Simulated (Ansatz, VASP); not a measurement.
**Ti in VASP and in Ansatz**

The input INCAR:

```
  PREC = Accurate
  ENCUT = 520
  EDIFF = 1E-6
  ISMEAR = 0
  SIGMA = 0.1
  LREAL = False
  LASPH = True
  NELM = 100
  ALGO = Fast
  ISIF = 2
  LWAVE = False
  LCHARG = False
  GGA = PS
  NBANDS = 25
```

The input KPOINTS:

```
Automatic mesh
0
Gamma
  12 12 14
```

File POSCAR:

```
Ti
1.0
    4.6095317003      0.0000000000      0.0000000000
   -2.3047658501      3.9919715520      0.0000000000
    0.0000000000      0.0000000000      2.9371178327
Ti
3
Direct
    0.0000000000      0.0000000000      0.0000000000
    0.3333333333      0.6666666667      0.5000000000
    0.6666666667      0.3333333333      0.5000000000
```

Input for Ansatz:

```yaml
crystal:
  lattice:
    - [4.6095317003, 0.0, 0.0]
    - [-2.3047658501, 3.991971552, 0.0]
    - [0.0, 0.0, 2.9371178327]
  atoms:
    - { symbol: Ti, position: [0.0, 0.0, 0.0] }
    - { symbol: Ti, position: [0.3333333333, 0.6666666667, 0.5] }
    - { symbol: Ti, position: [0.6666666667, 0.3333333333, 0.5] }
basis:
  ecutwfc: 420
kpoints:
  mp_grid: { grid: [12, 12, 14] }
hamiltonian:
  xc: pbesol
scf:
  occupations: { method: gaussian, width: 0.1 }
output:
  forces: true
  stress: true
  eigenvalues: true
```

Alike in both runs: task single point; functional PBEsol; k mesh 12 × 12 × 14; occupations gaussian, width 0.1 eV; no spin polarisation.

|  | VASP | Ansatz |
| --- | --- | --- |
| version | VASP 6.6.1 | Ansatz 0.2.0 |
| potentials or method | VASP PAW PBE potentials, release 64 (Ti_sv), cutoff 520 eV | scalar-relativistic, plane waves, PAW |
| valence electrons in the cell | 36 | 36 |

```csv
,VASP,Ansatz,Ansatz less VASP
gap on the k mesh at the Fermi level (eV),none,none,-
pressure (GPa),-9.5,-9.2,+0.26
"traceless stress, the component that is largest in VASP (GPa)",-3.26,-3.27,-0.015
```

VASP's potentials were made for PBE, not for PBEsol. A gap of «none» marks a metal or a gap that the smearing closes. With one functional, cell and mesh, what is left measures potentials, basis and numerics.
